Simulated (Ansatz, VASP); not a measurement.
# TiO2: VASP beside Ansatz

```
CELL_PARAMETERS angstrom
-1.89210 1.89210 4.75730
1.89210 -1.89210 4.75730
1.89210 1.89210 -4.75730
ATOMIC_POSITIONS crystal
Ti 0.00000 0.00000 0.00000
Ti 0.75000 0.25000 0.50000
O 0.20810 0.20810 0.00000
O 0.79190 0.79190 0.00000
O 0.95810 0.45810 0.50000
O 0.54190 0.04190 0.50000
```

Alike in both runs: task single point; functional PBEsol; k mesh 9 × 9 × 9; no spin polarisation.

```csv
,VASP,Ansatz
version,VASP 6.6.1,Ansatz 0.2.0
potentials or method,"VASP PAW PBE potentials, release 64 (Ti_sv, O), cutoff 600 eV","plane waves, PAW"
occupations,"gaussian, width 0.01 eV",fixed
valence electrons in the cell,48,48
```

Ansatz gave:

* gap on the k mesh at the Fermi level (eV): 2.07

Q: What did VASP give for the same quantities?

A: gap on the k mesh at the Fermi level (eV): 2.05.

VASP's potentials were made for PBE, not for PBEsol.
